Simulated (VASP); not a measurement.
# Al2Ru (I4/mmm) in VASP: notebook

The runs below take Al2Ru through single point, with LDA.

Everything below comes from runs of VASP 6.6.1. Logs are shortened: lines on timing, memory, paths and dates and some standing lists are left out, and cuts for length are marked.

## (1) The cell of the first run

It takes space group I4/mmm (No. 139, tetragonal). The conventional cell has a = 2.916 Å, b = 2.916 Å, c = 7.858 Å, α = 90.00°, β = 90.00°, γ = 90.00°. Within 3.2 Å of Al (site symmetry 4mm) lie 5 Ru at 2.41 to 2.68 Å and 9 Al at 2.50 to 2.92 Å. Ru (site symmetry 4/mmm) has 10 Al at 2.41 to 2.68 Å and 4 Ru at 2.92 Å within 3.2 Å.

## (2) Single point, LDA, collinear spin, ferromagnetic start (11.14 Å³/atom)

INCAR reads:

```
SYSTEM = Al2Ru
  PREC = Accurate
  ENCUT = 520
  EDIFF = 1E-7
  ISMEAR = 0
  SIGMA = 0.15
  LREAL = .FALSE.
  LASPH = .TRUE.
  NELM = 150
  ALGO = Fast
  ISIF = 2
  LWAVE = .FALSE.
  LCHARG = .FALSE.
  ISPIN = 2
  MAGMOM = 0 0 0.562
  LORBIT = 11
  NUPDOWN = 0.5625
  LMAXMIX = 4
  GGA = CA
  NBANDS = 21
```

KPOINTS reads:

```
Automatic mesh
0
G
  20 20 20
  0 0 0
```

POSCAR reads:

```
Al2Ru
1.0
   -1.4580974961      1.4580974961      3.9291205040
    1.4580974961     -1.4580974961      3.9291205040
    1.4580974961      1.4580974961     -3.9291205040
Al Ru
2 1
Direct
    0.6590860915      0.6590860915      0.0000000000
    0.3409139085      0.3409139085      0.0000000000
    0.0000000000      0.0000000000      0.0000000000
```

Potentials or basis: VASP PAW LDA potentials, release 64 (Al, Ru_pv).

Launch:

```
$ cat potpaw_LDA.64/Al/POTCAR potpaw_LDA.64/Ru_pv/POTCAR > POTCAR
$ mpirun -np 1 vasp_std > vasp.out
```

OUTCAR:

```text
SYSTEM = Al2Ru
   PREC = Accurate
   ENCUT = 520
   EDIFF = 1E-7
   ISMEAR = 0
   LREAL = .FALSE.
   LASPH = .TRUE.
   NELM = 150
   ISIF = 2
   ISPIN = 2
   LORBIT = 11
   NUPDOWN = 0.5625
   GGA = CA

 ion  position               nearest neighbor table
   1  0.659  0.659  0.000-   3 2.41   3 2.41   3 2.41   3 2.41   2 2.50   2 2.51   2 2.51   2 2.51
                             2 2.51   3 2.68
   2  0.341  0.341  0.000-   3 2.41   3 2.41   3 2.41   3 2.41   1 2.50   1 2.51   1 2.51   1 2.51
                             1 2.51   3 2.68
   3  0.000  0.000  0.000-   1 2.41   1 2.41   1 2.41   2 2.41   1 2.41   2 2.41   2 2.41   2 2.41
                             1 2.68   2 2.68

  LATTYP: Found a body centered tetragonal cell.
 ALAT       =     2.9161949922
 C/A-ratio  =     2.6946898369

  Lattice vectors:

 A1 = (  -1.4580974961,   1.4580974961,   3.9291205040)
 A2 = (   1.4580974961,  -1.4580974961,   3.9291205040)
 A3 = (   1.4580974961,   1.4580974961,  -3.9291205040)

Analysis of symmetry for initial positions (statically):
=====================================================================
 Subroutine PRICEL returns:
 Original cell was already a primitive cell.

 Routine SETGRP: Setting up the symmetry group for a
 body centered tetragonal supercell.

 Subroutine GETGRP returns: Found 16 space group operations
 (whereof 16 operations were pure point group operations)
 out of a pool of 16 trial point group operations.

The static configuration has the point symmetry D_4h.

Analysis of symmetry for dynamics (positions and initial velocities):
=====================================================================
 Subroutine PRICEL returns:
 Original cell was already a primitive cell.

 Routine SETGRP: Setting up the symmetry group for a
 body centered tetragonal supercell.

 Subroutine GETGRP returns: Found 16 space group operations
 (whereof 16 operations were pure point group operations)
 out of a pool of 16 trial point group operations.

The dynamic configuration has the point symmetry D_4h.

Analysis of structural, dynamic, and magnetic symmetry:
=====================================================================
 Subroutine PRICEL returns:
 Original cell was already a primitive cell.

 Routine SETGRP: Setting up the symmetry group for a
 body centered tetragonal supercell.

 Subroutine GETGRP returns: Found 16 space group operations
 (whereof 16 operations were pure point group operations)
 out of a pool of 16 trial point group operations.

The overall configuration has the point symmetry D_4h.

 Subroutine INISYM returns: Found 16 space group operations
 (whereof 16 operations are pure point group operations),
 and found     1 'primitive' translations

----------------------------------------------------------------------------------------

                                     Primitive cell

  volume of cell :      33.4140

  direct lattice vectors                    reciprocal lattice vectors
    -1.458097496  1.458097496  3.929120504     0.000000000  0.342912598  0.127254942
     1.458097496 -1.458097496  3.929120504     0.342912598  0.000000000  0.127254942
     1.458097496  1.458097496 -3.929120504     0.342912598  0.342912598  0.000000000

  length of vectors
     4.437351074  4.437351074  4.437351074     0.365763407  0.365763407  0.484951646

  position of ions in fractional coordinates (direct lattice)
     0.659086092  0.659086092  0.000000000
     0.340913908  0.340913908  0.000000000
     0.000000000  0.000000000  0.000000000

  ion indices of the primitive-cell ions
   primitive index   ion index
                 1           1
                 2           2
                 3           3

----------------------------------------------------------------------------------------

 KPOINTS: Automatic mesh

Automatic generation of k-mesh.
 Grid dimensions read from file:
 generate k-points for:   20   20   20

 Generating k-lattice:

  Cartesian coordinates                     Fractional coordinates (reciprocal lattice)
     0.000000000  0.017145630  0.006362747     0.050000000 -0.000000000  0.000000000
     0.017145630  0.000000000  0.006362747    -0.000000000  0.050000000  0.000000000
     0.017145630  0.017145630  0.000000000     0.000000000  0.000000000  0.050000000

  Length of vectors
     0.018288170  0.018288170  0.024247582

  Shift w.r.t. Gamma in fractional coordinates (k-lattice)
     0.000000000  0.000000000  0.000000000

 Subroutine IBZKPT returns following result:
 ===========================================

 Found    641 irreducible k-points:

 Following reciprocal coordinates:
            Coordinates               Weight
  0.000000  0.000000  0.000000      1.000000
  0.050000 -0.000000  0.000000      8.000000
  0.100000  0.000000  0.000000      8.000000
  0.150000  0.000000  0.000000      8.000000
  0.200000  0.000000  0.000000      8.000000
  0.250000  0.000000 -0.000000      8.000000
[... 16 lines left out ...]
 -0.400000  0.050000  0.000000     16.000000
 -0.350000  0.050000  0.000000     16.000000
 [... further k-points ...]
   k-points           NKPTS =    641   k-points in BZ     NKDIM =    641   number of bands    NBANDS=     21
   number of dos      NEDOS =    301   number of ions     NIONS =      3
   total plane-waves  NPLWV =  46656
   dimension x,y,z NGX =    36 NGY =   36 NGZ =   36
   dimension x,y,z NGXF=    72 NGYF=   72 NGZF=   72
   ions per type =               2   1
   NGX,Y,Z   is equivalent  to a cutoff of  13.49, 13.49, 13.49 a.u.
   NGXF,Y,Z  is equivalent  to a cutoff of  26.97, 26.97, 26.97 a.u.
 SYSTEM =  Al2Ru
   PREC   = accura    normal or accurate (medium, high low for compatibility)
   ISTART =      0    job   : 0-new  1-cont  2-samecut
   ICHARG =      2    charge: 1-file 2-atom 10-const
   ISPIN  =      2    spin polarized calculation?
   LNONCOLLINEAR =      F non collinear calculations
   LSORBIT =      F    spin-orbit coupling
   LASPH  =      T    aspherical Exc in radial PAW
   ENCUT  =  520.0 eV  38.22 Ry    6.18 a.u.   8.25  8.25  8.25*2*pi/ulx,y,z
   NELM   =    150;   NELMIN=  2; NELMDL= -5     # of ELM steps
   EDIFF  = 0.1E-06   stopping-criterion for ELM
   LREAL  =      F    real-space projection
   EDIFFG = 0.1E-05   stopping-criterion for IOM
   NSW    =      0    number of steps for IOM
   IBRION =     -1    ionic relax: 0-MD 1-quasi-New 2-CG
   NFREE  =      0    steps in history (QN), initial steepest desc. (CG)
   ISIF   =      2    stress and relaxation
   ISYM   =      2    0-nonsym 1-usesym 2-fastsym
   POTIM  = 0.5000    time-step for ionic-motion
   TEBEG  =    0.0;   TEEND  =   0.0 temperature during run
   PSTRESS=    0.0 pullay stress
   NELECT =      20.0000    total number of electrons
   NUPDOWN=       0.5625    fix difference up-down
   EMIN   =  10.00;   EMAX   =-10.00  energy-range for DOS
   EFERMI =   0.00;   METHOD = LEGACY
   ISMEAR =     0;   SIGMA  =   0.15  broadening in eV -4-tet -1-fermi 0-gaus
   EFERMI_NEDOS =   21; number of points for ismear=-14 and -15
   IALGO  =     68    algorithm
   IMIX   =      4    mixing-type and parameters
     AMIX     =   0.40;   BMIX     =  1.00
     AMIX_MAG =   1.60;   BMIX_MAG =  1.00
  volume/ion in A,a.u.               =      11.14        75.16
  Fermi-wavevector in a.u.,A,eV,Ry     =   1.379670  2.607199 25.898559  1.903490
  Thomas-Fermi vector in A             =   2.504618
   LORBIT       =     11    0 simple, 1 ext, 2 COOP (PROOUT), +10 PAW based schemes
   GGA     = CA    functional components
   LHFCALC =     F    Hartree Fock is set to
   AEXX    =    0.0000 exact exchange contribution
   IVDW    =     0    specifies the selected vdW correction
   LEPSILON=     F    determine dielectric tensor
   LRPA    =     F    only Hartree local field effects (RPA)
 spin polarized calculation
 RMM-DIIS sequential band-by-band and
 Gauss-broadening in eV      SIGMA  =   0.15
  energy-cutoff  :      520.00
  volume of cell :       33.41
 maximum number of plane-waves:       931
 NGX is ok and might be reduce to    36
   NGX = 17   NGY = 17   NGZ = 17

 number of electron      20.0000001 magnetization       0.5624998

 Free energy of the ion-electron system (eV)
  ---------------------------------------------------
  ext. energy  EPLUGINS =         0.00000000
  ---------------------------------------------------
  free energy    TOTEN  =       -19.86143202 eV

  energy without entropy =      -19.85027772  energy(sigma->0) =      -19.85585487

 E-fermi :  12.6240     XC(G=0): -13.1227

 val. band max:       14.3087631690   @ k =  -0.2000  -0.4500   0.0500
 cond. band min:      12.6255540992   @ k =  -0.1500  -0.1500   0.1500
 fundamental gap:     -1.6832090698
 Fermi energy:        14.3096297148

 spin component 1

 k-point     1 :       0.0000    0.0000    0.0000
  band No.  band energies     occupation
      1     -29.0795      1.00000
      2     -28.9965      1.00000
      3     -28.9965      1.00000
      4       1.0388      1.00000
      5       6.7618      1.00000
      6       8.4962      1.00000
[... 550 lines left out ...]
      5       7.2591      1.00000
      6       8.2804      1.00000
[... 13 lines left out ...]
     20      28.1136      0.00000
     21      29.1102      0.00000

 [... further k-points ...]

 spin component 2

 k-point     1 :       0.0000    0.0000    0.0000
  band No.  band energies     occupation
      1     -28.9324      1.00000
      2     -28.7980      1.00000
      3     -28.7980      1.00000
      4       1.2070      1.00000
      5       6.9177      1.00000
      6       8.7170      1.00000
[... 550 lines left out ...]
      5       7.4058      1.00000
      6       8.4685      1.00000
[... 13 lines left out ...]
     20      28.2591      0.00000
     21      29.2869      0.00000

 [... further k-points ...]

------------------------ aborting loop because EDIFF is reached ----------------------------------------

  FORCE on cell =-STRESS in cart. coord.  units (eV):
  Direction    XX          YY          ZZ          XY          YZ          ZX
  --------------------------------------------------------------------------------------
  -------------------------------------------------------------------------------------
  Total       11.4062160     11.4062160     10.8922267      0.0000000      0.0000000      0.0000000
  in kB      546.9198727    546.9198727    522.2744549      0.0000000      0.0000000      0.0000000
  external PRESSURE =     538.7047334 kB  Pullay stress =       0.0000000 kB

 VOLUME and BASIS-vectors are now :
 -----------------------------------------------------------------------------
  energy-cutoff  :      520.00
  volume of cell :       33.41
      direct lattice vectors                 reciprocal lattice vectors
    -1.458097496  1.458097496  3.929120504     0.000000000  0.342912598  0.127254942
     1.458097496 -1.458097496  3.929120504     0.342912598  0.000000000  0.127254942
     1.458097496  1.458097496 -3.929120504     0.342912598  0.342912598  0.000000000

 POSITION                                       TOTAL-FORCE (eV/Angst)
 -----------------------------------------------------------------------------------
      0.00000      0.00000      5.17926        -0.000000     -0.000000      0.650603
      0.00000      0.00000      2.67898         0.000000      0.000000     -0.650603
      0.00000      0.00000      0.00000         0.000000      0.000000     -0.000000
 -----------------------------------------------------------------------------------
    total drift:                                0.000000     -0.000000     -0.000000

  FREE ENERGIE OF THE ION-ELECTRON SYSTEM (eV)
  ---------------------------------------------------
  free  energy   TOTEN  =       -19.8614320239 eV

  energy  without entropy=      -19.8502777229  energy(sigma->0) =      -19.85585487

 total charge

# of ion       s       p       d       tot
------------------------------------------
    1        0.436   0.528   0.000   0.964
    2        0.436   0.528   0.000   0.964
    3        0.406   6.390   6.476  13.272
--------------------------------------------------
tot          1.278   7.446   6.476  15.200

 magnetization (x)

# of ion       s       p       d       tot
------------------------------------------
    1        0.010   0.030   0.000   0.039
    2        0.010   0.030   0.000   0.039
    3        0.004   0.033   0.239   0.277
--------------------------------------------------
tot          0.024   0.093   0.239   0.355
```

Wall time 12 min (1 thread of Intel Xeon 6975P-C (Granite Rapids), shared host); peak memory 0.71 GiB.

Results:

* Free energy: -19.8614 eV
* Pressure: 53.9 GPa
* Largest force: 0.651 eV/Å
* Net moment: 0.56 μB per cell
* Site moments: Al +0.04; Ru +0.28 μB
* Valence electrons inside the program's atomic spheres: Al 0.96; Ru 13.27

Forces in eV/Å, atoms in the order of the input:
```
Al   0.000  0.000  0.651
Al   0.000  0.000 -0.651
Ru   0.000  0.000  0.000
```

Caveat: the cell stands under pressure; the total moment is fixed, so each spin has its own Fermi level and the state may be an excited one.

(Part 1 of 2 ends here.)
